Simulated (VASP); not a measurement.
A run of VASP 6.6.1 is set up as follows.

The input INCAR:

```
SYSTEM = BAs
PREC     = Accurate       ! precision mode
ENCUT    = 500            ! plane-wave cutoff, eV
EDIFF    = 1E-6           ! SCF threshold, eV
ISMEAR   = 0              ! smearing method
SIGMA    = 0.1            ! smearing width, eV
LREAL    = .False.        ! projectors in reciprocal space
LASPH    = .True.         ! aspherical terms in the spheres
NELM     = 120            ! most SCF steps
ALGO     = Normal         ! electronic algorithm
ISIF     = 2              ! what is computed and relaxed
LWAVE    = .False.        ! write WAVECAR
LCHARG   = .True.         ! write CHGCAR
GGA      = PE             ! functional
LELF     = .True.         ! ELF
LVHAR    = .True.       
NBANDS   = 11             ! bands
GGA_COMPAT= .False.
```

File KPOINTS:

```
Automatic mesh
0
Gamma
  8 8 8
  0 0 0
```

Contents of POSCAR:

```
BAs
1.0
    0.0000000000      2.2394532939      2.2394532939
    2.2394532939      0.0000000000      2.2394532939
    2.2394532939      2.2394532939      0.0000000000
B As
1 1
Direct
    0.0000000000      0.0000000000      0.0000000000
    0.7500000000      0.7500000000      0.7500000000
```

Potentials or basis: VASP PAW PBE potentials, release 64 (B, As).

The run is started by

```bash
$ cat potpaw_PBE.64/B/POTCAR potpaw_PBE.64/As/POTCAR > POTCAR
$ mpirun -np 1 vasp_std > vasp.out
```

(1) Estimate the band gap on the k mesh.

(2) Predict the pressure.

Results:

(1) 0.99 eV, indirect (least direct gap 3.56 eV).

(2) 44.9 GPa.

Caveat: the cell differs from its parent crystal (N replaced by As, lengths x 1.186, strained).
